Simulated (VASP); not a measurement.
# EuO (Fm-3m) in VASP: notebook

Runs on EuO. Level: PBE+U. Tasks: single point.

Program: VASP 6.6.1. These are calculated values, not measurements. Logs are shortened: lines on timing, memory, paths and dates and some standing lists are left out, and cuts for length are marked.

## 1. The cell of the first run

It takes space group Fm-3m (No. 225, cubic). Conventional cell: a = 5.144 Å, b = 5.144 Å, c = 5.144 Å, α = 90.00°, β = 90.00°, γ = 90.00°. Eu (site symmetry m-3m) has 6 O at 2.57 Å within 3.4 Å. O (site symmetry m-3m) has 6 Eu at 2.57 Å within 3.4 Å.

## 2. Single point, PBE+U, collinear spin, ferromagnetic start

Input file INCAR:

```
  PREC = Accurate
  ENCUT = 600
  EDIFF = 1E-6
  ISMEAR = 0
  SIGMA = 0.1
  LREAL = F
  LASPH = T
  NELM = 200
  ALGO = Normal
  ISIF = 2
  LWAVE = F
  LCHARG = T
  ISPIN = 2
  MAGMOM = 7 0
  LORBIT = 11
  LMAXMIX = 6
  LDAU = T
  LDAUTYPE = 2
  LDAUL = 3 -1
  LDAUU = 6 0
  LDAUJ = 0 0
  LDAUPRINT = 1
  GGA = PE
  LELF = T
  LVHAR = T
  NBANDS = 22
  GGA_COMPAT = F
```

Input file KPOINTS:

```
Automatic mesh
0
Gamma
  6 6 6
```

Input file POSCAR:

```
EuO
1.0
    0.0000000000      2.5719519658      2.5719519658
    2.5719519658      0.0000000000      2.5719519658
    2.5719519658      2.5719519658      0.0000000000
Eu O
1 1
Direct
    0.5000000000      0.5000000000      0.5000000000
    0.0000000000      0.0000000000      0.0000000000
```

Potentials or basis: VASP PAW PBE potentials, release 64 (Eu, O).

The run is started by

```
> cat potpaw_PBE.64/Eu/POTCAR potpaw_PBE.64/O/POTCAR > POTCAR
> mpirun -np 1 vasp_std > vasp.out
```

OUTCAR:

```text
PREC = Accurate
   ENCUT = 600
   EDIFF = 1E-6
   ISMEAR = 0
   LREAL = F
   LASPH = T
   NELM = 200
   ISIF = 2
   ISPIN = 2
   LORBIT = 11
   GGA = PE

 ion  position               nearest neighbor table
   1  0.500  0.500  0.500-   2 2.57   2 2.57   2 2.57   2 2.57   2 2.57   2 2.57
   2  0.000  0.000  0.000-   1 2.57   1 2.57   1 2.57   1 2.57   1 2.57   1 2.57

  LATTYP: Found a face centered cubic cell.
 ALAT       =     5.1439039316

  Lattice vectors:

 A1 = (   0.0000000000,   2.5719519658,   2.5719519658)
 A2 = (   2.5719519658,   0.0000000000,   2.5719519658)
 A3 = (   2.5719519658,   2.5719519658,   0.0000000000)

Analysis of symmetry for initial positions (statically):
=====================================================================
 Subroutine PRICEL returns:
 Original cell was already a primitive cell.

 Routine SETGRP: Setting up the symmetry group for a
 face centered cubic supercell.

 Subroutine GETGRP returns: Found 48 space group operations
 (whereof 48 operations were pure point group operations)
 out of a pool of 48 trial point group operations.

The static configuration has the point symmetry O_h .

Analysis of symmetry for dynamics (positions and initial velocities):
=====================================================================
 Subroutine PRICEL returns:
 Original cell was already a primitive cell.

 Routine SETGRP: Setting up the symmetry group for a
 face centered cubic supercell.

 Subroutine GETGRP returns: Found 48 space group operations
 (whereof 48 operations were pure point group operations)
 out of a pool of 48 trial point group operations.

The dynamic configuration has the point symmetry O_h .

Analysis of structural, dynamic, and magnetic symmetry:
=====================================================================
 Subroutine PRICEL returns:
 Original cell was already a primitive cell.

 Routine SETGRP: Setting up the symmetry group for a
 face centered cubic supercell.

 Subroutine GETGRP returns: Found 48 space group operations
 (whereof 48 operations were pure point group operations)
 out of a pool of 48 trial point group operations.

The overall configuration has the point symmetry O_h .

 Subroutine INISYM returns: Found 48 space group operations
 (whereof 48 operations are pure point group operations),
 and found     1 'primitive' translations

----------------------------------------------------------------------------------------

                                     Primitive cell

  volume of cell :      34.0266

  direct lattice vectors                    reciprocal lattice vectors
     0.000000000  2.571951966  2.571951966    -0.194404875  0.194404875  0.194404875
     2.571951966  0.000000000  2.571951966     0.194404875 -0.194404875  0.194404875
     2.571951966  2.571951966  0.000000000     0.194404875  0.194404875 -0.194404875

  length of vectors
     3.637289352  3.637289352  3.637289352     0.336719120  0.336719120  0.336719120

  position of ions in fractional coordinates (direct lattice)
     0.500000000  0.500000000  0.500000000
     0.000000000  0.000000000  0.000000000

  ion indices of the primitive-cell ions
[... 118 lines left out ...]
  0.0000 -0.0000 -0.0000  0.9718  0.0000  0.0000 -0.0000
 -0.0000  0.0000  0.0000  0.0000  0.9741 -0.0000  0.0018
  0.0000 -0.0000  0.0000  0.0000 -0.0000  0.9755  0.0000
 -0.0000 -0.0000  0.0000 -0.0000  0.0018  0.0000  0.9732

spin component  2

  0.0033  0.0000  0.0016  0.0000 -0.0000 -0.0000 -0.0000
  0.0000  0.0000  0.0000 -0.0000  0.0000  0.0000 -0.0000
  0.0016  0.0000  0.0025 -0.0000  0.0000  0.0000 -0.0000
  0.0000 -0.0000 -0.0000  0.0045 -0.0000  0.0000  0.0000
 -0.0000  0.0000  0.0000 -0.0000  0.0025  0.0000 -0.0016
 -0.0000  0.0000  0.0000  0.0000  0.0000  0.0013 -0.0000
 -0.0000 -0.0000 -0.0000  0.0000 -0.0016 -0.0000  0.0033

 occupancies and eigenvectors

  o =  0.0000  v =  0.0000  0.0000  0.0000  0.0000  0.0000  0.0000  0.0000  0.0000 -1.0000 -0.0000 -0.0000  0.0000  0.0000 -0.0000      0.0000  0.0000  0.0000  0.0000  0.0000  0.0000  0.0000  0.0000  0.0000  0.0000  0.0000  0.0000  0.0000  0.0000
  o =  0.0013  v =  0.0000  0.0000  0.0000  0.0000  0.0000  0.0000  0.0000 -0.0011 -0.0000  0.0014  0.0000 -0.0004 -1.0000 -0.0003      0.0000  0.0000  0.0000  0.0000  0.0000  0.0000  0.0000  0.0000  0.0000  0.0000  0.0000  0.0000  0.0000  0.0000
  o =  0.0013  v =  0.0000  0.0000  0.0000  0.0000  0.0000  0.0000  0.0000 -0.0069 -0.0000  0.0089 -0.0000  0.7905 -0.0005  0.6123      0.0000  0.0000  0.0000  0.0000  0.0000  0.0000  0.0000  0.0000  0.0000  0.0000  0.0000  0.0000  0.0000  0.0000
  o =  0.0013  v =  0.0000  0.0000  0.0000  0.0000  0.0000  0.0000  0.0000 -0.6123 -0.0000  0.7905  0.0000 -0.0089  0.0018 -0.0069      0.0000  0.0000  0.0000  0.0000  0.0000  0.0000  0.0000  0.0000  0.0000  0.0000  0.0000  0.0000  0.0000  0.0000
  o =  0.0045  v =  0.0000  0.0000  0.0000  0.0000  0.0000  0.0000  0.0000  0.0012  0.0000  0.0009 -1.0000 -0.0013 -0.0000  0.0016      0.0000  0.0000  0.0000  0.0000  0.0000  0.0000  0.0000  0.0000  0.0000  0.0000  0.0000  0.0000  0.0000  0.0000
  o =  0.0045  v =  0.0000  0.0000  0.0000  0.0000  0.0000  0.0000  0.0000 -0.0023  0.0000 -0.0018 -0.0020  0.6124  0.0000 -0.7906      0.0000  0.0000  0.0000  0.0000  0.0000  0.0000  0.0000  0.0000  0.0000  0.0000  0.0000  0.0000  0.0000  0.0000
  o =  0.0045  v =  0.0000  0.0000  0.0000  0.0000  0.0000  0.0000  0.0000 -0.7906 -0.0000 -0.6124 -0.0015 -0.0018 -0.0000  0.0023      0.0000  0.0000  0.0000  0.0000  0.0000  0.0000  0.0000  0.0000  0.0000  0.0000  0.0000  0.0000  0.0000  0.0000
  o =  0.9630  v =  0.0000 -1.0000  0.0000  0.0000  0.0000 -0.0000  0.0000  0.0000  0.0000  0.0000  0.0000  0.0000  0.0000  0.0000      0.0000  0.0000  0.0000  0.0000  0.0000  0.0000  0.0000  0.0000  0.0000  0.0000  0.0000  0.0000  0.0000  0.0000
  o =  0.9718  v = -0.0019 -0.0000 -0.0015 -0.1838  0.6019  0.0000 -0.7771  0.0000  0.0000  0.0000  0.0000  0.0000  0.0000  0.0000      0.0000  0.0000  0.0000  0.0000  0.0000  0.0000  0.0000  0.0000  0.0000  0.0000  0.0000  0.0000  0.0000  0.0000
  o =  0.9718  v = -0.7906 -0.0000 -0.6124  0.0012 -0.0013  0.0000  0.0017  0.0000  0.0000  0.0000  0.0000  0.0000  0.0000  0.0000      0.0000  0.0000  0.0000  0.0000  0.0000  0.0000  0.0000  0.0000  0.0000  0.0000  0.0000  0.0000  0.0000  0.0000
  o =  0.9718  v = -0.0006 -0.0000 -0.0004 -0.9830 -0.1125 -0.0000  0.1453  0.0000  0.0000  0.0000  0.0000  0.0000  0.0000  0.0000      0.0000  0.0000  0.0000  0.0000  0.0000  0.0000  0.0000  0.0000  0.0000  0.0000  0.0000  0.0000  0.0000  0.0000
  o =  0.9755  v = -0.0004  0.0000  0.0005  0.0000  0.0908 -0.9934  0.0703  0.0000  0.0000  0.0000  0.0000  0.0000  0.0000  0.0000      0.0000  0.0000  0.0000  0.0000  0.0000  0.0000  0.0000  0.0000  0.0000  0.0000  0.0000  0.0000  0.0000  0.0000
  o =  0.9755  v =  0.0011  0.0000 -0.0015 -0.0000  0.7853  0.1149  0.6083  0.0000  0.0000  0.0000  0.0000  0.0000  0.0000  0.0000      0.0000  0.0000  0.0000  0.0000  0.0000  0.0000  0.0000  0.0000  0.0000  0.0000  0.0000  0.0000  0.0000  0.0000
  o =  0.9755  v =  0.6124 -0.0000 -0.7906  0.0000 -0.0014 -0.0008 -0.0011  0.0000  0.0000  0.0000  0.0000  0.0000  0.0000  0.0000      0.0000  0.0000  0.0000  0.0000  0.0000  0.0000  0.0000  0.0000  0.0000  0.0000  0.0000  0.0000  0.0000  0.0000

 number of electron      23.0000000 magnetization       7.0000004

 Free energy of the ion-electron system (eV)
  ---------------------------------------------------
  ext. energy  EPLUGINS =         0.00000000
  ---------------------------------------------------
  free energy    TOTEN  =       -21.13206637 eV

  energy without entropy =      -21.13085319  energy(sigma->0) =      -21.13145978

 E-fermi :   3.6580     XC(G=0): -10.7582

 val. band max:        3.6509210886   @ k =   0.0000   0.0000   0.0000
 cond. band min:       4.2898481611   @ k =   0.3333   0.3333   0.0000
 fundamental gap:      0.6389270725
 Fermi energy:         3.6579797550

 spin component 1

 k-point     1 :       0.0000    0.0000    0.0000
  band No.  band energies     occupation
      1     -36.0286      1.00000
      2     -14.5979      1.00000
      3     -14.5979      1.00000
      4     -14.5979      1.00000
      5     -13.9725      1.00000
      6       0.6523      1.00000
[... 389 lines left out ...]
     21      13.6534      0.00000
     22      14.5050      0.00000
 Fermi energy:         3.6579797550

 spin component 2

 k-point     1 :       0.0000    0.0000    0.0000
  band No.  band energies     occupation
      1     -32.9241      1.00000
      2     -14.0585      1.00000
      3     -12.2768      1.00000
      4     -12.2768      1.00000
      5     -12.2768      1.00000
      6       1.0438      1.00000
[... 389 lines left out ...]
     21      15.3360      0.00000
     22      16.2329      0.00000

------------------------ aborting loop because EDIFF is reached ----------------------------------------

  FORCE on cell =-STRESS in cart. coord.  units (eV):
  Direction    XX          YY          ZZ          XY          YZ          ZX
  --------------------------------------------------------------------------------------
  -------------------------------------------------------------------------------------
  Total        0.2444969      0.2444969      0.2444969      0.0000000      0.0000000      0.0000000
  in kB       11.5123887     11.5123887     11.5123887      0.0000000      0.0000000      0.0000000
  external PRESSURE =      11.5123887 kB  Pullay stress =       0.0000000 kB

 VOLUME and BASIS-vectors are now :
 -----------------------------------------------------------------------------
  energy-cutoff  :      600.00
  volume of cell :       34.03
      direct lattice vectors                 reciprocal lattice vectors
     0.000000000  2.571951966  2.571951966    -0.194404875  0.194404875  0.194404875
     2.571951966  0.000000000  2.571951966     0.194404875 -0.194404875  0.194404875
     2.571951966  2.571951966  0.000000000     0.194404875  0.194404875 -0.194404875

 POSITION                                       TOTAL-FORCE (eV/Angst)
 -----------------------------------------------------------------------------------
      2.57195      2.57195      2.57195        -0.000000     -0.000000     -0.000000
      0.00000      0.00000      0.00000         0.000000      0.000000      0.000000
 -----------------------------------------------------------------------------------
    total drift:                                0.000000     -0.000000      0.000000

  FREE ENERGIE OF THE ION-ELECTRON SYSTEM (eV)
  ---------------------------------------------------
  free  energy   TOTEN  =       -21.1320663737 eV

  energy  without entropy=      -21.1308531913  energy(sigma->0) =      -21.13145978

 total charge

# of ion       s       p       d       f       tot
--------------------------------------------------
    1        2.033   5.802   0.305   6.814  14.953
    2        1.551   3.408   0.000   0.000   4.959
--------------------------------------------------
tot          3.584   9.209   0.305   6.814  19.912

 magnetization (x)

# of ion       s       p       d       f       tot
--------------------------------------------------
    1       -0.014  -0.113   0.072   6.780   6.725
    2       -0.005  -0.090   0.000   0.000  -0.094
--------------------------------------------------
tot         -0.019  -0.203   0.072   6.780   6.631
```

Run time: 72 s. Hardware: 1 thread of Oxide Virtual Turin-like, shared host; peak memory 0.18 GiB.

What came out:

```
Free energy                                           : -21.1321 eV
Pressure                                              : 1.2 GPa
Band gap on the k mesh                                : zero (filled and empty bands overlap)
Net moment                                            : 7.00 μB per cell
Site moments                                          : Eu +6.72; O -0.09 μB
Valence electrons inside the program's atomic spheres : Eu 14.95; O 4.96
```

Eigenvalues of the final occupation matrices:
| site | spin | trace | eigenvalues |
| --- | --- | --- | --- |
| site 1 f | 1 | 6.80 | 0.96 0.97 0.97 0.97 0.98 0.98 0.98 |
| site 1 f | 2 | 0.02 | 0.00 0.00 0.00 0.00 0.00 0.00 0.00 |

Caveat: spin-orbit coupling is left out, which moves the levels of the heavy elements; a cell with one magnetic atom can't hold antiferromagnetic order, which such compounds often take. The state reached can hang on the start; a lower one may exist.

## 3. Single point, PBE+U, collinear spin, ferromagnetic start

This run uses another cell than the first one, of 17.33 Å³/atom.

Input file INCAR:

```
SYSTEM = EuO
PREC = Accurate
ENCUT = 600
EDIFF = 1E-6
ISMEAR = 0
SIGMA = 0.01
LREAL = .False.
LASPH = .True.
NELM = 200
ALGO = Normal
ISIF = 2
LWAVE = .False.
LCHARG = .True.
ISPIN = 2
MAGMOM = 7.43 0
LORBIT = 11
LMAXMIX = 6
LDAU = .True.
LDAUTYPE = 2
LDAUL = 3 -1
LDAUU = 6 0
LDAUJ = 0 0
LDAUPRINT = 1
GGA = PE
LELF = .True.
LVHAR = .True.
NBANDS = 22
GGA_COMPAT = .False.
```

Input file KPOINTS:

```
Automatic mesh
0
Gamma
  12 12 12
  0 0 0
```

Input file POSCAR:

```
EuO
1.0
    0.0000000000      2.5878701928      2.5878701928
    2.5878701928      0.0000000000      2.5878701928
    2.5878701928      2.5878701928      0.0000000000
Eu O
1 1
Direct
    0.5000000000      0.5000000000      0.5000000000
    0.0000000000      0.0000000000      0.0000000000
```

Potentials or basis: VASP PAW PBE potentials, release 64 (Eu, O).

The run is started by

```
> cat potpaw_PBE.64/Eu/POTCAR potpaw_PBE.64/O/POTCAR > POTCAR
> mpirun -np 1 vasp_std > vasp.out
```

It took 5 min on 1 thread of Oxide Virtual Turin-like, shared host; peak memory 0.25 GiB.

Results (log left out):

```yaml
Free_energy: -21.1357 eV
Pressure: -0.4 GPa
Band_gap_on_the_k_mesh: 0.06 eV (least direct gap 0.23 eV)
Net_moment: 7.00 μB per cell
Site_moments: Eu +6.73; O -0.09 μB
Valence_electrons_inside_the_program's_atomic_spheres: Eu 14.94; O 4.95
```

Levels at points of the mesh, in eV from the valence-band top:
Spin up:
```
           k point  band 13  band 14  band 15  band 16  band 17  band 18
(0.00, 0.00, 0.00)     0.00     0.00     0.00     0.85     2.97     2.97
(0.50, 0.00, 0.00)    -0.52    -0.48    -0.47     3.51     5.64     5.64
(0.50, 0.50, 0.00)    -0.48    -0.16    -0.16     0.06     4.61     7.02
```
Spin down:
```tsv
k point	band 4	band 5	band 6	band 7	band 8	band 9	band 10	band 11	band 12	band 13
(0.00, 0.00, 0.00)	-15.93	-15.93	-2.55	-2.55	-2.55	1.62	3.92	3.92	3.92	6.25
(0.50, 0.00, 0.00)	-16.03	-14.98	-4.61	-3.66	-3.66	4.13	6.32	6.67	6.67	9.13
(0.50, 0.50, 0.00)	-16.36	-16.36	-2.66	-2.52	-2.52	0.91	5.48	7.78	8.25	9.31
```

Eigenvalues of the final occupation matrices:
| site | spin | trace | eigenvalues |
| --- | --- | --- | --- |
| site 1 f | 1 | 6.81 | 0.96 0.97 0.97 0.97 0.98 0.98 0.98 |
| site 1 f | 2 | 0.02 | 0.00 0.00 0.00 0.00 0.00 0.00 0.00 |

Caveat: spin-orbit coupling is left out, which moves the levels of the heavy elements; a cell with one magnetic atom can't hold antiferromagnetic order, which such compounds often take. A k mesh can miss the band edges.

The gap in the log of VASP goes by the Fermi energy; the results here count the filled bands.